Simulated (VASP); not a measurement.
# Ir (Fm-3m) in VASP: notebook

Ir is run at these levels: revPBE; tasks: single point.

Everything below comes from runs of VASP 6.6.1. Logs are shortened: lines on timing, memory, paths and dates and some standing lists are left out, and cuts for length are marked.

**1. The cell of the first run**

It takes space group Fm-3m (No. 225, cubic). The conventional cell has a = 3.882 Å, b = 3.882 Å, c = 3.882 Å, α = 90.00°, β = 90.00°, γ = 90.00°. Within 3.6 Å of Ir (site symmetry m-3m) lie 12 Ir at 2.74 Å.

**2. Single point, revPBE**

The input, INCAR:

```
  PREC = Accurate
  ENCUT = 520
  EDIFF = 1E-7
  ISMEAR = -1
  SIGMA = 0.15
  LREAL = False
  LASPH = True
  NELM = 100
  ALGO = Normal
  ISIF = 2
  LWAVE = False
  LCHARG = False
  GGA = RE
  NBANDS = 10
```

The input, KPOINTS:

```
Automatic mesh
0
Gamma
  12 12 12
```

The input, POSCAR:

```
Ir
1.0
    0.0000000000      1.9408081540      1.9408081540
    1.9408081540      0.0000000000      1.9408081540
    1.9408081540      1.9408081540      0.0000000000
Ir
1
Direct
    0.0000000000      0.0000000000      0.0000000000
```

Potentials or basis: VASP PAW PBE potentials, release 64 (Ir).

Started as:

```sh
cat potpaw_PBE.64/Ir/POTCAR > POTCAR
mpirun -np 1 vasp_std > vasp.out
```

OUTCAR:

```text
PREC = Accurate
   ENCUT = 520
   EDIFF = 1E-7
   ISMEAR = -1
   LREAL = False
   LASPH = True
   NELM = 100
   ISIF = 2
   GGA = RE

 ion  position               nearest neighbor table
   1  0.000  0.000  0.000-

  LATTYP: Found a face centered cubic cell.
 ALAT       =     3.8816163080

  Lattice vectors:

 A1 = (   0.0000000000,   1.9408081540,   1.9408081540)
 A2 = (   1.9408081540,   0.0000000000,   1.9408081540)
 A3 = (   1.9408081540,   1.9408081540,   0.0000000000)

Analysis of symmetry for initial positions (statically):
=====================================================================
 Subroutine PRICEL returns:
 Original cell was already a primitive cell.

 Routine SETGRP: Setting up the symmetry group for a
 face centered cubic supercell.

 Subroutine GETGRP returns: Found 48 space group operations
[... 9 lines left out ...]

 Routine SETGRP: Setting up the symmetry group for a
 face centered cubic supercell.

 Subroutine GETGRP returns: Found 48 space group operations
[... 11 lines left out ...]
                                     Primitive cell

  volume of cell :      14.6210

  direct lattice vectors                    reciprocal lattice vectors
     0.000000000  1.940808154  1.940808154    -0.257624639  0.257624639  0.257624639
     1.940808154  0.000000000  1.940808154     0.257624639 -0.257624639  0.257624639
     1.940808154  1.940808154  0.000000000     0.257624639  0.257624639 -0.257624639

  length of vectors
     2.744717213  2.744717213  2.744717213     0.446218964  0.446218964  0.446218964

  position of ions in fractional coordinates (direct lattice)
     0.000000000  0.000000000  0.000000000

  ion indices of the primitive-cell ions
   primitive index   ion index
                 1           1

----------------------------------------------------------------------------------------

 KPOINTS: Automatic mesh

Automatic generation of k-mesh.
 Grid dimensions read from file:
 generate k-points for:   12   12   12

 Generating k-lattice:

  Cartesian coordinates                     Fractional coordinates (reciprocal lattice)
    -0.021468720  0.021468720  0.021468720     0.083333333  0.000000000  0.000000000
     0.021468720 -0.021468720  0.021468720     0.000000000  0.083333333  0.000000000
     0.021468720  0.021468720 -0.021468720     0.000000000  0.000000000  0.083333333

  Length of vectors
     0.037184914  0.037184914  0.037184914

  Shift w.r.t. Gamma in fractional coordinates (k-lattice)
     0.000000000  0.000000000  0.000000000

 Subroutine IBZKPT returns following result:
 ===========================================

 Found     72 irreducible k-points:

 Following reciprocal coordinates:
            Coordinates               Weight
  0.000000  0.000000  0.000000      1.000000
  0.083333  0.000000  0.000000      8.000000
  0.166667  0.000000  0.000000      8.000000
  0.250000  0.000000  0.000000      8.000000
  0.333333  0.000000  0.000000      8.000000
  0.416667  0.000000  0.000000      8.000000
[... 16 lines left out ...]
  0.500000  0.166667  0.000000     24.000000
 -0.416667  0.166667  0.000000     24.000000
 [... further k-points ...]
   k-points           NKPTS =     72   k-points in BZ     NKDIM =     72   number of bands    NBANDS=     10
   number of dos      NEDOS =    301   number of ions     NIONS =      1
   total plane-waves  NPLWV =   8000
   dimension x,y,z NGX =    20 NGY =   20 NGZ =   20
   dimension x,y,z NGXF=    40 NGYF=   40 NGZF=   40
   ions per type =               1
   NGX,Y,Z   is equivalent  to a cutoff of  12.11, 12.11, 12.11 a.u.
   NGXF,Y,Z  is equivalent  to a cutoff of  24.23, 24.23, 24.23 a.u.
 SYSTEM =  unknown system
   PREC   = accura    normal or accurate (medium, high low for compatibility)
   ISTART =      0    job   : 0-new  1-cont  2-samecut
   ICHARG =      2    charge: 1-file 2-atom 10-const
   ISPIN  =      1    spin polarized calculation?
   LNONCOLLINEAR =      F non collinear calculations
   LSORBIT =      F    spin-orbit coupling
   LASPH  =      T    aspherical Exc in radial PAW
   ENCUT  =  520.0 eV  38.22 Ry    6.18 a.u.   5.10  5.10  5.10*2*pi/ulx,y,z
   NELM   =    100;   NELMIN=  2; NELMDL= -5     # of ELM steps
   EDIFF  = 0.1E-06   stopping-criterion for ELM
   LREAL  =      F    real-space projection
   EDIFFG = 0.1E-05   stopping-criterion for IOM
   NSW    =      0    number of steps for IOM
   IBRION =     -1    ionic relax: 0-MD 1-quasi-New 2-CG
   NFREE  =      0    steps in history (QN), initial steepest desc. (CG)
   ISIF   =      2    stress and relaxation
   ISYM   =      2    0-nonsym 1-usesym 2-fastsym
   POTIM  = 0.5000    time-step for ionic-motion
   TEBEG  =    0.0;   TEEND  =   0.0 temperature during run
   PSTRESS=    0.0 pullay stress
   NELECT =       9.0000    total number of electrons
   NUPDOWN=      -1.0000    fix difference up-down
   EMIN   =  10.00;   EMAX   =-10.00  energy-range for DOS
   EFERMI =   0.00;   METHOD = LEGACY
   ISMEAR =    -1;   SIGMA  =   0.15  broadening in eV -4-tet -1-fermi 0-gaus
   EFERMI_NEDOS =   21; number of points for ismear=-14 and -15
   IALGO  =     38    algorithm
   IMIX   =      4    mixing-type and parameters
     AMIX     =   0.40;   BMIX     =  1.00
     AMIX_MAG =   1.60;   BMIX_MAG =  1.00
  volume/ion in A,a.u.               =      14.62        98.67
  Fermi-wavevector in a.u.,A,eV,Ry     =   1.392611  2.631653 26.386657  1.939365
  Thomas-Fermi vector in A             =   2.516337
   LORBIT       =      0    0 simple, 1 ext, 2 COOP (PROOUT), +10 PAW based schemes
   GGA     = RE    functional components
   LHFCALC =     F    Hartree Fock is set to
   AEXX    =    0.0000 exact exchange contribution
   IVDW    =     0    specifies the selected vdW correction
   LEPSILON=     F    determine dielectric tensor
   LRPA    =     F    only Hartree local field effects (RPA)
 non-spin polarized calculation
  energy-cutoff  :      520.00
  volume of cell :       14.62
 maximum number of plane-waves:       411
   NGX = 11   NGY = 11   NGZ = 11

 number of electron       9.0000000 magnetization

 Free energy of the ion-electron system (eV)
  ---------------------------------------------------
  ext. energy  EPLUGINS =         0.00000000
  ---------------------------------------------------
  free energy    TOTEN  =        -8.36290600 eV

  energy without entropy =       -8.29873208  energy(sigma->0) =       -8.33081904

 E-fermi :   9.8492     XC(G=0): -13.7638

 val. band max:        9.8054190382   @ k =  -0.4167   0.4167   0.0000
 cond. band min:       9.8944155391   @ k =   0.3333   0.0833   0.0000
 fundamental gap:      0.0889965009
 Fermi energy:         9.8492071068

 k-point     1 :       0.0000    0.0000    0.0000
  band No.  band energies     occupation
      1      -0.8540      2.00000
      2       6.2080      2.00000
      3       6.2080      2.00000
      4       6.2080      2.00000
      5       8.7485      1.99870
      6       8.7485      1.99870
      7      24.2649      0.00000
      8      29.6654      0.00000
      9      29.6654      0.00000
     10      29.6654      0.00000

 k-point     2 :       0.0833    0.0000    0.0000
  band No.  band energies     occupation
      1      -0.5581      2.00000
      2       6.0581      2.00000
      3       6.3319      2.00000
      4       6.3319      2.00000
      5       8.6740      1.99921
      6       8.6740      1.99921
      7      24.7608      0.00000
      8      28.2382      0.00000
      9      30.1443      0.00000
     10      30.1443      0.00000

 k-point     3 :       0.1667    0.0000    0.0000
  band No.  band energies     occupation
      1       0.2571      2.00000
      2       5.7539      2.00000
      3       6.5831      2.00000
      4       6.5831      2.00000
      5       8.6056      1.99950
      6       8.6056      1.99950
      7      25.7853      0.00000
      8      26.0687      0.00000
      9      31.4770      0.00000
     10      31.4770      0.00000

 k-point     4 :       0.2500    0.0000    0.0000
  band No.  band energies     occupation
      1       1.2995      2.00000
      2       5.7166      2.00000
      3       6.6293      2.00000
      4       6.6293      2.00000
      5       8.9304      1.99564
      6       8.9304      1.99564
      7      23.5326      0.00000
      8      26.4796      0.00000
      9      33.2017      0.00000
     10      33.2026      0.00000

 k-point     5 :       0.3333    0.0000    0.0000
  band No.  band energies     occupation
      1       1.9878      2.00000
      2       6.4163      2.00000
      3       6.4163      2.00000
      4       6.5581      2.00000
      5       9.6768      1.51870
      6       9.6768      1.51870
      7      20.9220      0.00000
      8      25.2996      0.00000
      9      32.0698      0.00000
     10      32.0698      0.00000

 k-point     6 :       0.4167    0.0000    0.0000
  band No.  band energies     occupation
      1       2.1495      2.00000
      2       6.1950      2.00000
      3       6.1950      2.00000
      4       8.2034      1.99997
      5      10.4200      0.04353
      6      10.4200      0.04353
      7      18.2270      0.00000
      8      24.1794      0.00000
      9      30.1366      0.00000
     10      30.1366      0.00000
[... 183 lines left out ...]
 k-point    21 :       0.3333    0.1667    0.0000
  band No.  band energies     occupation
      1       2.4356      2.00000
      2       4.7756      2.00000
      3       6.2713      2.00000
      4       7.4467      2.00000
      5       9.2881      1.95362
      6      10.0550      0.40459
      7      23.3578      0.00000
      8      27.2137      0.00000
      9      28.5271      0.00000
     10      30.4230      0.00000

 k-point    22 :       0.4167    0.1667    0.0000
  band No.  band energies     occupation
      1       2.8980      2.00000
      2       5.3229      2.00000
      3       5.9850      2.00000
      4       7.2278      2.00000
      5      10.6545      0.00928
      6      11.0133      0.00085
      7      20.0836      0.00000
      8      25.9922      0.00000
      9      27.8701      0.00000
     10      29.9119      0.00000

 k-point    23 :       0.5000    0.1667    0.0000
  band No.  band energies     occupation
      1       2.9904      2.00000
      2       5.3651      2.00000
      3       6.7312      2.00000
      4       7.0010      2.00000
      5      10.8080      0.00334
      6      12.9729      0.00000
      7      17.2037      0.00000
      8      25.2628      0.00000
      9      27.9062      0.00000
     10      28.3790      0.00000

 k-point    24 :      -0.4167    0.1667    0.0000
  band No.  band energies     occupation
      1       3.0575      2.00000
      2       5.3897      2.00000
      3       6.8946      2.00000
      4       7.0563      2.00000
      5      10.3178      0.08428
      6      13.5464      0.00000
      7      16.8691      0.00000
      8      25.0378      0.00000
      9      27.1866      0.00000
     10      29.1085      0.00000

 [... further k-points ...]
[... 5 lines left out ...]
  --------------------------------------------------------------------------------------
  -------------------------------------------------------------------------------------
  Total        0.0666855      0.0666855      0.0666855      0.0000000     -0.0000000      0.0000000
  in kB        7.3074206      7.3074206      7.3074206      0.0000000     -0.0000000      0.0000000
  external PRESSURE =       7.3074206 kB  Pullay stress =       0.0000000 kB

 VOLUME and BASIS-vectors are now :
 -----------------------------------------------------------------------------
  energy-cutoff  :      520.00
  volume of cell :       14.62
      direct lattice vectors                 reciprocal lattice vectors
     0.000000000  1.940808154  1.940808154    -0.257624639  0.257624639  0.257624639
     1.940808154  0.000000000  1.940808154     0.257624639 -0.257624639  0.257624639
     1.940808154  1.940808154  0.000000000     0.257624639  0.257624639 -0.257624639

 POSITION                                       TOTAL-FORCE (eV/Angst)
 -----------------------------------------------------------------------------------
      0.00000      0.00000      0.00000         0.000000     -0.000000      0.000000
 -----------------------------------------------------------------------------------
    total drift:                               -0.000000     -0.000000     -0.000000

  FREE ENERGIE OF THE ION-ELECTRON SYSTEM (eV)
  ---------------------------------------------------
  free  energy   TOTEN  =        -8.3629060007 eV

  energy  without entropy=       -8.2987320837  energy(sigma->0) =       -8.33081904
```

It took 20 s on 1 thread of AMD EPYC 7R13, shared host; peak memory 0.1 GiB.

What came out:

| Property | Result |
| --- | --- |
| Free energy | -8.3629 eV |
| Pressure | 0.7 GPa |

Levels at points of the mesh, in eV from the Fermi level:
| k point | band 1 | band 2 | band 3 | band 4 | band 5 | band 6 | band 7 | band 8 |
| --- | --- | --- | --- | --- | --- | --- | --- | --- |
| (0.00, 0.00, 0.00) | -10.70 | -3.64 | -3.64 | -3.64 | -1.10 | -1.10 | 14.42 | 19.82 |
| (0.50, 0.00, 0.00) | -7.70 | -3.74 | -3.74 | -0.62 | 0.88 | 0.88 | 7.00 | 13.95 |
| (0.50, 0.50, 0.00) | -7.49 | -6.93 | 0.85 | 1.43 | 1.43 | 1.76 | 10.14 | 11.61 |

Caveat: the PAW data sets were made with another functional, which shifts forces and pressure a little; spin-orbit coupling is left out, which moves the levels of the heavy elements.

**3. Single point, revPBE**

This run uses another cell than the first one, of 15.18 Å³/atom, 1.038 times its volume.

The input, INCAR:

```
  ALGO = Normal
  EDIFF = 1E-6
  ENCUT = 520
  GGA = RE
  ISIF = 2
  ISMEAR = -1
  LASPH = T
  LCHARG = T
  LELF = T
  LREAL = F
  LVHAR = T
  LWAVE = F
  NBANDS = 10
  NELM = 60
  PREC = Accurate
  SIGMA = 0.15
```

The input, KPOINTS:

```
k-points
0
Gamma
  12 12 12
```

The input, POSCAR:

```
Ir
1.0
    0.0000000000      1.9653779541      1.9653779541
    1.9653779541      0.0000000000      1.9653779541
    1.9653779541      1.9653779541      0.0000000000
Ir
1
Direct
    0.0000000000      0.0000000000      0.0000000000
```

Potentials or basis: VASP PAW PBE potentials, release 64 (Ir).

Started as:

```sh
cat potpaw_PBE.64/Ir/POTCAR > POTCAR
mpirun -np 1 vasp_std > vasp.out
```

OUTCAR:

```text
EDIFF = 1E-6
   ENCUT = 520
   GGA = RE
   ISIF = 2
   ISMEAR = -1
   LASPH = T
   LREAL = F
   NELM = 60
   PREC = Accurate

 ion  position               nearest neighbor table
   1  0.000  0.000  0.000-

  LATTYP: Found a face centered cubic cell.
 ALAT       =     3.9307559082

  Lattice vectors:

 A1 = (   0.0000000000,   1.9653779541,   1.9653779541)
 A2 = (   1.9653779541,   0.0000000000,   1.9653779541)
 A3 = (   1.9653779541,   1.9653779541,   0.0000000000)

Analysis of symmetry for initial positions (statically):
[... 482 lines left out ...]
      4       6.5946      2.00000
      5       9.6637      0.10127
      6      12.7851      0.00000
      7      15.9278      0.00000
      8      24.2143      0.00000
      9      26.2757      0.00000
     10      28.0715      0.00000

 [... further k-points ...]
[... 5 lines left out ...]
  --------------------------------------------------------------------------------------
  -------------------------------------------------------------------------------------
  Total       -1.0238441     -1.0238441     -1.0238441     -0.0000000      0.0000000     -0.0000000
  in kB     -108.0379141   -108.0379141   -108.0379141     -0.0000000      0.0000000     -0.0000000
  external PRESSURE =    -108.0379141 kB  Pullay stress =       0.0000000 kB

 VOLUME and BASIS-vectors are now :
 -----------------------------------------------------------------------------
  energy-cutoff  :      520.00
  volume of cell :       15.18
      direct lattice vectors                 reciprocal lattice vectors
     0.000000000  1.965377954  1.965377954    -0.254403993  0.254403993  0.254403993
     1.965377954  0.000000000  1.965377954     0.254403993 -0.254403993  0.254403993
     1.965377954  1.965377954  0.000000000     0.254403993  0.254403993 -0.254403993

 POSITION                                       TOTAL-FORCE (eV/Angst)
 -----------------------------------------------------------------------------------
      0.00000      0.00000      0.00000         0.000000      0.000000     -0.000000
 -----------------------------------------------------------------------------------
    total drift:                               -0.000000      0.000000      0.000000

  FREE ENERGIE OF THE ION-ELECTRON SYSTEM (eV)
  ---------------------------------------------------
  free  energy   TOTEN  =        -8.3446973868 eV

  energy  without entropy=       -8.2739127649  energy(sigma->0) =       -8.30930508
```

Wall time 29 s (1 thread of AMD EPYC 7R13, shared host); peak memory 0.12 GiB.

Results:

- Free energy: -8.3447 eV
- Pressure: -10.8 GPa

Caveat: the PAW data sets were made with another functional, which shifts forces and pressure a little; spin-orbit coupling is left out, which moves the levels of the heavy elements.

**4. Single point, revPBE**

This run uses another cell than the first one, of 15.75 Å³/atom, 1.077 times its volume.

The input, INCAR:

```
SYSTEM = Ir
PREC     = Accurate       ! precision mode
ENCUT    = 520            ! plane-wave cutoff, eV
EDIFF    = 1E-6           ! SCF threshold, eV
ISMEAR   = -1             ! smearing method
SIGMA    = 0.15           ! smearing width, eV
LREAL    = .FALSE.        ! projectors in reciprocal space
LASPH    = .TRUE.         ! aspherical terms in the spheres
NELM     = 100            ! most SCF steps
ALGO     = Normal         ! electronic algorithm
ISIF     = 2              ! what is computed and relaxed
LWAVE    = .FALSE.        ! write WAVECAR
LCHARG   = .TRUE.         ! write CHGCAR
GGA      = RE             ! functional
LELF     = .TRUE.         ! ELF
LVHAR    = .TRUE.       
NBANDS   = 10             ! bands
```

The input, KPOINTS:

```
Automatic mesh
0
G
  12 12 12
  0 0 0
```

The input, POSCAR:

```
Ir
1.0
    0.0000000000      1.9893483403      1.9893483403
    1.9893483403      0.0000000000      1.9893483403
    1.9893483403      1.9893483403      0.0000000000
Ir
1
Direct
    0.0000000000      0.0000000000      0.0000000000
```

Started as:

```sh
cat potpaw_PBE.64/Ir/POTCAR > POTCAR
mpirun -np 1 vasp_std > vasp.out
```

It took 30 s on 1 thread of AMD EPYC 7R13, shared host; peak memory 0.12 GiB.

It converged, with:

- Free energy: -8.2906 eV
- Pressure: -19.8 GPa

Levels at points of the mesh, in eV from the Fermi level:
| k point | band 1 | band 2 | band 3 | band 4 | band 5 | band 6 | band 7 | band 8 |
| --- | --- | --- | --- | --- | --- | --- | --- | --- |
| (0.00, 0.00, 0.00) | -9.93 | -3.24 | -3.24 | -3.24 | -0.98 | -0.98 | 14.52 | 19.50 |
| (0.50, 0.00, 0.00) | -6.96 | -3.32 | -3.32 | -0.41 | 0.77 | 0.77 | 6.31 | 14.05 |
| (0.50, 0.50, 0.00) | -6.70 | -6.19 | 0.73 | 1.25 | 1.25 | 1.81 | 9.21 | 11.28 |

Caveat: the PAW data sets were made with another functional, which shifts forces and pressure a little; spin-orbit coupling is left out, which moves the levels of the heavy elements.

**5. Overview**

| cell | gap on the mesh (eV) | pressure (GPa) |
| --- | --- | --- |
| a = 2.745 Å, angles 60.0°, 1 atom | none | 0.7 |
| a = 2.779 Å, angles 60.0°, 1 atom | none | -10.8 |
| a = 2.813 Å, angles 60.0°, 1 atom | none | -19.8 |

Alike in all rows: task single point; level revPBE; potentials or basis VASP PAW PBE potentials, release 64 (Ir); no spin polarisation; k mesh 12 × 12 × 12; cutoff (eV) 520; smearing fermi-dirac 0.15 eV.

Caveats: the PAW data sets were made with another functional, which shifts forces and pressure a little; spin-orbit coupling is left out, which moves the levels of the heavy elements.

Total energies depend on the potentials used, so only differences within one code and one set of settings carry meaning.
